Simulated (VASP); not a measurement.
# BaC3 (P6/mmm) in VASP: relaxation of cell and atoms with PBE

Aim: the relaxation of cell and atoms of BaC3 with PBE.

Everything below comes from runs of VASP 6.6.1. Logs are shortened: lines on timing, memory, paths and dates and some standing lists are left out, and cuts for length are marked.

## Step 1: The cell of the first run

The structure is hexagonal, space group P6/mmm (No. 191). The conventional cell has a = 4.254 Å, b = 4.254 Å, c = 4.311 Å, α = 90.00°, β = 90.00°, γ = 120.00°. Ba (site symmetry -6m2) has 3 Ba at 2.46 Å and 12 C at 2.58 Å within 3.2 Å. C (site symmetry m2m) has 3 C at 1.42 Å within 1.9 Å.

## Step 2: Relaxation of cell and atoms, PBE

Contents of INCAR:

```
PREC = Accurate
ENCUT = 600
EDIFF = 1E-6
ISMEAR = 0
SIGMA = 0.1
LREAL = F
LASPH = T
NELM = 100
ALGO = Fast
ISIF = 3
LWAVE = F
LCHARG = F
GGA = PE
IBRION = 2
NSW = 90
EDIFFG = -0.04
```

Contents of KPOINTS:

```
Automatic mesh
0
Gamma
  6 6 4
```

Contents of POSCAR:

```
BaC3
1.0
    4.2539479900      0.0000000000      0.0000000000
   -2.1269739900      3.6840270200      0.0000000000
    0.0000000000      0.0000000000      4.3107888800
Ba C
2 6
Direct
    0.6666666700      0.3333333300      0.5000000000
    0.3333333300      0.6666666700      0.5000000000
    0.3333333300      0.3333333300      0.0000000000
    0.0000000000      0.6666666700      0.0000000000
    0.6666666700      0.0000000000      0.0000000000
    0.0000000000      0.3333333300      0.0000000000
    0.6666666700      0.6666666700      0.0000000000
    0.3333333300      0.0000000000      0.0000000000
```

Potentials or basis: VASP PAW PBE potentials, release 64 (Ba_sv, C).

Command:

```
> cat potpaw_PBE.64/Ba_sv/POTCAR potpaw_PBE.64/C/POTCAR > POTCAR
> mpirun -np 1 vasp_std > vasp.out
```

OUTCAR:

```text
PREC = Accurate
   ENCUT = 600
   EDIFF = 1E-6
   ISMEAR = 0
   LREAL = F
   LASPH = T
   NELM = 100
   ISIF = 3
   GGA = PE
   IBRION = 2
   NSW = 90
   EDIFFG = -0.04

 ion  position               nearest neighbor table
   1  0.667  0.333  0.500-   2 2.46   2 2.46   2 2.46   5 2.58   5 2.58   6 2.58   6 2.58   4 2.58
                             8 2.58   8 2.58   4 2.58   7 2.58   7 2.58   3 2.58   3 2.58
   2  0.333  0.667  0.500-   1 2.46   1 2.46   1 2.46   8 2.58   8 2.58   4 2.58   4 2.58   5 2.58
                             6 2.58   5 2.58   6 2.58   3 2.58   3 2.58   7 2.58   7 2.58
   3  0.333  0.333  0.000-   8 1.42   6 1.42   7 1.42   2 2.58   2 2.58   1 2.58   1 2.58
   4  0.000  0.667  0.000-   8 1.42   7 1.42   6 1.42   2 2.58   2 2.58   1 2.58   1 2.58
   5  0.667  0.000  0.000-   7 1.42   6 1.42   8 1.42   1 2.58   1 2.58   2 2.58   2 2.58
   6  0.000  0.333  0.000-   5 1.42   3 1.42   4 1.42   1 2.58   1 2.58   2 2.58   2 2.58
   7  0.667  0.667  0.000-   5 1.42   4 1.42   3 1.42   1 2.58   1 2.58   2 2.58   2 2.58
   8  0.333  0.000  0.000-   3 1.42   4 1.42   5 1.42   2 2.58   2 2.58   1 2.58   1 2.58

  LATTYP: Found a hexagonal cell.
 ALAT       =     4.2539479900
 C/A-ratio  =     1.0133619147

  Lattice vectors:

 A1 = (   4.2539479900,   0.0000000000,   0.0000000000)
 A2 = (  -2.1269739900,   3.6840270200,   0.0000000000)
 A3 = (   0.0000000000,   0.0000000000,   4.3107888800)

Analysis of symmetry for initial positions (statically):
=====================================================================
 Subroutine PRICEL returns:
 Original cell was already a primitive cell.

 Routine SETGRP: Setting up the symmetry group for a
 hexagonal supercell.

 Subroutine GETGRP returns: Found 24 space group operations
 (whereof 24 operations were pure point group operations)
 out of a pool of 24 trial point group operations.

The static configuration has the point symmetry D_6h.

Analysis of symmetry for dynamics (positions and initial velocities):
=====================================================================
 Subroutine PRICEL returns:
 Original cell was already a primitive cell.

 Routine SETGRP: Setting up the symmetry group for a
 hexagonal supercell.

 Subroutine GETGRP returns: Found 24 space group operations
 (whereof 24 operations were pure point group operations)
 out of a pool of 24 trial point group operations.

The dynamic configuration has the point symmetry D_6h.

 Subroutine INISYM returns: Found 24 space group operations
 (whereof 24 operations are pure point group operations),
 and found     1 'primitive' translations

----------------------------------------------------------------------------------------

                                     Primitive cell

  volume of cell :      67.5572

  direct lattice vectors                    reciprocal lattice vectors
     4.253947990  0.000000000  0.000000000     0.235075747  0.135721046  0.000000000
    -2.126973990  3.684027020  0.000000000     0.000000000  0.271442092  0.000000000
     0.000000000  0.000000000  4.310788880     0.000000000  0.000000000  0.231976102

  length of vectors
     4.253947990  4.253947983  4.310788880     0.271442091  0.271442092  0.231976102

  position of ions in fractional coordinates (direct lattice)
     0.666666670  0.333333330  0.500000000
     0.333333330  0.666666670  0.500000000
     0.333333330  0.333333330  0.000000000
     0.000000000  0.666666670  0.000000000
     0.666666670  0.000000000  0.000000000
     0.000000000  0.333333330  0.000000000
     0.666666670  0.666666670  0.000000000
     0.333333330  0.000000000  0.000000000

  ion indices of the primitive-cell ions
   primitive index   ion index
                 1           1
                 2           2
                 3           3
                 4           4
                 5           5
                 6           6
                 7           7
                 8           8

----------------------------------------------------------------------------------------

 KPOINTS: Automatic mesh

Automatic generation of k-mesh.
 Grid dimensions read from file:
 generate k-points for:    6    6    4

 Generating k-lattice:

  Cartesian coordinates                     Fractional coordinates (reciprocal lattice)
     0.039179291  0.022620174  0.000000000     0.166666667  0.000000000  0.000000000
     0.000000000  0.045240349  0.000000000     0.000000000  0.166666667  0.000000000
     0.000000000  0.000000000  0.057994025     0.000000000  0.000000000  0.250000000

  Length of vectors
     0.045240349  0.045240349  0.057994025

  Shift w.r.t. Gamma in fractional coordinates (k-lattice)
     0.000000000  0.000000000  0.000000000

 Subroutine IBZKPT returns following result:
 ===========================================

 Found     21 irreducible k-points:

 Following reciprocal coordinates:
            Coordinates               Weight
  0.000000  0.000000  0.000000      1.000000
  0.166667  0.000000  0.000000      6.000000
  0.333333  0.000000  0.000000      6.000000
  0.500000  0.000000  0.000000      3.000000
  0.166667  0.166667  0.000000      6.000000
  0.333333  0.166667  0.000000     12.000000
[... 13 lines left out ...]
  0.333333  0.166667  0.500000     12.000000
  0.333333  0.333333  0.500000      2.000000
   k-points           NKPTS =     21   k-points in BZ     NKDIM =     21   number of bands    NBANDS=     27
   number of dos      NEDOS =    301   number of ions     NIONS =      8
   total plane-waves  NPLWV =  46656
   dimension x,y,z NGX =    36 NGY =   36 NGZ =   36
   dimension x,y,z NGXF=    72 NGYF=   72 NGZF=   72
   ions per type =               2   6
   NGX,Y,Z   is equivalent  to a cutoff of  14.07, 14.07, 13.88 a.u.
   NGXF,Y,Z  is equivalent  to a cutoff of  28.14, 28.14, 27.77 a.u.
 SYSTEM =  unknown system
   PREC   = accura    normal or accurate (medium, high low for compatibility)
   ISTART =      0    job   : 0-new  1-cont  2-samecut
   ICHARG =      2    charge: 1-file 2-atom 10-const
   ISPIN  =      1    spin polarized calculation?
   LNONCOLLINEAR =      F non collinear calculations
   LSORBIT =      F    spin-orbit coupling
   LASPH  =      T    aspherical Exc in radial PAW
   ENCUT  =  600.0 eV  44.10 Ry    6.64 a.u.   8.50  8.50  8.61*2*pi/ulx,y,z
   NELM   =    100;   NELMIN=  2; NELMDL= -5     # of ELM steps
   EDIFF  = 0.1E-05   stopping-criterion for ELM
   LREAL  =      F    real-space projection
   EDIFFG = -.4E-01   stopping-criterion for IOM
   NSW    =     90    number of steps for IOM
   IBRION =      2    ionic relax: 0-MD 1-quasi-New 2-CG
   NFREE  =      1    steps in history (QN), initial steepest desc. (CG)
   ISIF   =      3    stress and relaxation
   ISYM   =      2    0-nonsym 1-usesym 2-fastsym
   POTIM  = 0.5000    time-step for ionic-motion
   TEBEG  =    0.0;   TEEND  =   0.0 temperature during run
   PSTRESS=    0.0 pullay stress
   NELECT =      44.0000    total number of electrons
   NUPDOWN=      -1.0000    fix difference up-down
   EMIN   =  10.00;   EMAX   =-10.00  energy-range for DOS
   EFERMI =   0.00;   METHOD = LEGACY
   ISMEAR =     0;   SIGMA  =   0.10  broadening in eV -4-tet -1-fermi 0-gaus
   EFERMI_NEDOS =   21; number of points for ismear=-14 and -15
   IALGO  =     68    algorithm
   IMIX   =      4    mixing-type and parameters
     AMIX     =   0.40;   BMIX     =  1.00
     AMIX_MAG =   1.60;   BMIX_MAG =  1.00
  volume/ion in A,a.u.               =       8.44        56.99
  Fermi-wavevector in a.u.,A,eV,Ry     =   1.419063  2.681641 27.398610  2.013741
  Thomas-Fermi vector in A             =   2.540123
   LORBIT       =      0    0 simple, 1 ext, 2 COOP (PROOUT), +10 PAW based schemes
   GGA     = PE    functional components
   LHFCALC =     F    Hartree Fock is set to
   AEXX    =    0.0000 exact exchange contribution
   IVDW    =     0    specifies the selected vdW correction
   LEPSILON=     F    determine dielectric tensor
   LRPA    =     F    only Hartree local field effects (RPA)
 conjugate gradient relaxation of ions
 non-spin polarized calculation
 RMM-DIIS sequential band-by-band and
 Gauss-broadening in eV      SIGMA  =   0.10
  energy-cutoff  :      600.00
  volume of cell :       67.56
 maximum number of plane-waves:      2334
 NGX is ok and might be reduce to    36
   NGX = 17   NGY = 17   NGZ = 17

--------------------------------------- Ionic step        1  -------------------------------------------

 number of electron      43.9999995 magnetization

 Free energy of the ion-electron system (eV)
  ---------------------------------------------------
  ext. energy  EPLUGINS =         0.00000000
  ---------------------------------------------------
  free energy    TOTEN  =       -41.87234017 eV

  energy without entropy =      -41.86492328  energy(sigma->0) =      -41.86863172

 E-fermi :  10.7639     XC(G=0): -12.9760

 val. band max:       10.6989283048   @ k =   0.3333   0.1667   0.2500
 cond. band min:      10.7824470157   @ k =   0.0000   0.0000   0.0000
 fundamental gap:      0.0835187108
 Fermi energy:        10.7639076452
[... 1307 lines left out ...]
     26       2.9107      0.00000
     27       4.4589      0.00000

------------------------ aborting loop EDIFF was not reached (unconverged)  ----------------------------

  FORCE on cell =-STRESS in cart. coord.  units (eV):
  Direction    XX          YY          ZZ          XY          YZ          ZX
  --------------------------------------------------------------------------------------
  -------------------------------------------------------------------------------------
  Total      -33.5588545    -33.5588543    -21.3687895     -0.0000001     -0.0000000     -0.0000000
  in kB     -306.2219176   -306.2219161   -194.9885299     -0.0000007     -0.0000000     -0.0000000
  external PRESSURE =    -269.1441212 kB  Pullay stress =       0.0000000 kB
[... 65 lines left out ...]
  FREE ENERGIE OF THE ION-ELECTRON SYSTEM (eV)
  ---------------------------------------------------
  free  energy   TOTEN  =       -51.5804718170 eV

  energy  without entropy=      -51.5746162974  energy(sigma->0) =      -51.57754406

[... ionic steps 4 to 7 ...]

--------------------------------------- Ionic step        8  -------------------------------------------

 number of electron      43.9999995 magnetization

------------------------ aborting loop because EDIFF is reached ----------------------------------------
[... 79 lines left out ...]
--------------------------------------- Ionic step       10  -------------------------------------------

 number of electron      43.9999996 magnetization

 Free energy of the ion-electron system (eV)
  ---------------------------------------------------
  ext. energy  EPLUGINS =         0.00000000
  ---------------------------------------------------
  free energy    TOTEN  =       -52.31534521 eV

  energy without entropy =      -52.29380827  energy(sigma->0) =      -52.30457674

 E-fermi :   6.8518     XC(G=0): -11.0245

 val. band max:        6.8200955506   @ k =   0.3333   0.1667   0.2500
 cond. band min:       6.8769832889   @ k =   0.1667   0.0000   0.5000
 fundamental gap:      0.0568877383
 Fermi energy:         6.8517763807
[... 663 lines left out ...]
  FREE ENERGIE OF THE ION-ELECTRON SYSTEM (eV)
  ---------------------------------------------------
  free  energy   TOTEN  =       -52.3153452144 eV

  energy  without entropy=      -52.2938082749  energy(sigma->0) =      -52.30457674

 reached required accuracy - stopping structural energy minimisation
```

It took 9.2 min on 1 thread of AMD EPYC 7R13 (Zen 3), shared host; peak memory 0.2 GiB.

What came out:

```yaml
Free_energy: -52.3153 eV
Relaxed_volume: 12.53 Å³/atom
Relaxed_cell: a = 4.723 Å, b = 4.723 Å, c = 5.189 Å, α = 90.00°, β = 90.00°, γ = 120.00°
Space_group_after_relaxing_to_0.1_Å: P6/mmm (No. 191)
Energy_gained_by_relaxing: 1305.4 meV/atom
Ionic_steps: 10
Pressure_after_relaxing: -0.2 GPa
Largest_force_after_relaxing: 0.011 eV/Å
Band_gap_on_the_k_mesh: zero (bands 22 and 23 overlap by 1.70 eV)
```

Forces in eV/Å, atoms in the order of the input:
```
Ba   0.000  0.000  0.000
Ba   0.000  0.000  0.000
C   -0.006 -0.010  0.000
C   -0.006  0.010  0.000
C    0.011  0.000  0.000
C    0.006 -0.010  0.000
C    0.006  0.010  0.000
C   -0.011  0.000  0.000
```

Stress tensor (GPa, compression positive):
```
-0.49  0.00  0.00
 0.00 -0.49  0.00
 0.00  0.00  0.48
```

The path:
```csv
step,energy change (eV),largest force (eV/Å),pressure (GPa),volume (Å³)
1,0.0000,0.9493,147.59,67.56
2,2.8949,1.0772,-26.91,175.58
3,-9.7081,0.5257,-7.59,101.27
4,-9.8304,0.5617,-2.23,98.14
5,-9.8500,0.5799,1.44,96.26
6,-10.4177,0.0226,1.10,98.81
7,-10.4362,0.2013,1.58,99.37
8,-10.4363,0.1769,1.52,99.32
9,-10.4398,0.0975,-1.30,100.94
10,-10.4430,0.0110,-0.16,100.26
```

Final structure:
```xyz
8
Lattice="4.7234 0.0000 0.0000 -2.3617 4.0906 0.0000 0.0000 0.0000 5.1892" Properties=species:S:1:pos:R:3 pbc="T T T"
Ba    2.3617    1.3635    2.5946
Ba    0.0000    2.7271    2.5946
C     0.7862    1.3618    0.0000
C     3.1479    2.7288    0.0000
C     3.1509    0.0000    0.0000
C    -0.7862    1.3618    0.0000
C     1.5755    2.7288    0.0000
C    -0.7892    4.0906    0.0000
```

Caveat: the k points lie up to 0.30 Å⁻¹ apart in the final cell, too coarse for converged energies and pressures of a metal; the volume moved by over 15 % at a fixed basis, so the end points are rough; spin-orbit coupling is left out, which moves the levels of the heavy elements.
